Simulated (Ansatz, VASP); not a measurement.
# Two plane-wave programs on AlN

INCAR

```
SYSTEM = AlN
PREC = Accurate ; ENCUT = 600
EDIFF = 1E-6 ; ISMEAR = 0
SIGMA = 0.05 ; LREAL = .FALSE.
LASPH = .TRUE. ; NELM = 120
ALGO = Normal ; ISIF = 2
LWAVE = .FALSE. ; LCHARG = .TRUE.
GGA = PE ; LELF = .TRUE.
LVHAR = .TRUE. ; NBANDS = 11
GGA_COMPAT = .FALSE.
```

Contents of KPOINTS:

```
regular mesh
0
G
  10 10 10
  0 0 0
```

File POSCAR:

```
AlN
1.0
    0.0000000000      2.2015871043      2.2015871043
    2.2015871043      0.0000000000      2.2015871043
    2.2015871043      2.2015871043      0.0000000000
Al N
1 1
Direct
    0.0029474915     -0.0029474915     -0.0029474915
    0.7443222778      0.7556777222      0.7556777222
```

Input for Ansatz:

```yaml
crystal:
  lattice:
    - [0.0, 2.2015871043, 2.2015871043]
    - [2.2015871043, 0.0, 2.2015871043]
    - [2.2015871043, 2.2015871043, 0.0]
  atoms:
    - { symbol: Al, position: [0.0029474915, -0.0029474915, -0.0029474915] }
    - { symbol: "N", position: [0.7443222778, 0.7556777222, 0.7556777222] }
basis:
  ecutwfc: 420
kpoints:
  mp_grid: { grid: [10, 10, 10] }
hamiltonian:
  xc: pbe
scf:
  occupations: { method: gaussian, width: 0.05 }
  mixing: { preconditioner: kerker_dos }
output:
  forces: true
  eigenvalues: true
  stress: true
```

Alike in both runs: task single point; functional PBE; k mesh 10 × 10 × 10; occupations gaussian, width 0.05 eV; no spin polarisation.

|  | VASP | Ansatz |
| --- | --- | --- |
| version | VASP 6.6.1 | Ansatz 0.2.0 |
| potentials or method | VASP PAW PBE potentials, release 64 (Al, N), cutoff 600 eV | scalar-relativistic, plane waves, PAW |
| valence electrons in the cell | 8 | 8 |

```csv
,VASP,Ansatz,Ansatz less VASP
gap on the k mesh at the Fermi level (eV),3.21,3.21,+0.007
pressure (GPa),-0.2,0.2,+0.41
"traceless stress, the component that is largest in VASP (GPa)",2.29,2.28,-0.012
rms of the force components (eV/Å),0.300,0.299,-0.0009
```

Atom by atom the forces differ by 0.001 eV/Å (rms over components).
